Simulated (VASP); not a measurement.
Input of a VASP 6.6.1 run:

File INCAR:

```
SYSTEM = B
PREC = Accurate ; ENCUT = 500
EDIFF = 1E-6 ; ISMEAR = 0
SIGMA = 0.01 ; LREAL = .FALSE.
LASPH = .TRUE. ; NELM = 120
ALGO = Normal ; ISIF = 2
LWAVE = .FALSE. ; LCHARG = .TRUE.
LELF = .TRUE. ; LVHAR = .TRUE.
NBANDS = 30 ; GGA_COMPAT = .FALSE.
```

File KPOINTS:

```
Automatic mesh
0
G
  6 6 6
  0 0 0
```

POSCAR

```
B
1.0
    2.4204701761      1.3974591078      4.1313437661
   -2.4204701761      1.3974591078      4.1313437661
    0.0000000000     -2.7949182155      4.1313437661
B
12
Direct
    0.0104691489      0.6543084271      0.0104691489
    0.0104691489      0.0104691489      0.6543084271
    0.6543084271      0.0104691489      0.0104691489
    0.9895308511      0.3456915729      0.9895308511
    0.3456915729      0.9895308511      0.9895308511
    0.9895308511      0.9895308511      0.3456915729
    0.2214820142      0.6299854544      0.2214820142
    0.2214820142      0.2214820142      0.6299854544
    0.6299854544      0.2214820142      0.2214820142
    0.7785179858      0.3700145456      0.7785179858
    0.3700145456      0.7785179858      0.7785179858
    0.7785179858      0.7785179858      0.3700145456
```

Potentials or basis: VASP PAW LDA potentials, release 64 (B).

Launch:

```console
$ cat potpaw_LDA.64/B/POTCAR > POTCAR
$ mpirun -np 1 vasp_std > vasp.out
```

Question: Estimate the largest force.

Answer: 0.018 eV/Å.

Question: Estimate the pressure.

Answer: 0.3 GPa.

Forces in eV/Å, atoms in the order of the input:
```
B    0.013 -0.007 -0.010
B    0.000  0.015 -0.010
B   -0.013 -0.007 -0.010
B   -0.013  0.007  0.010
B    0.013  0.007  0.010
B    0.000 -0.015  0.010
B    0.013 -0.007  0.005
B    0.000  0.015  0.005
B   -0.013 -0.007  0.005
B   -0.013  0.007 -0.005
B    0.013  0.007 -0.005
B    0.000 -0.015 -0.005
```
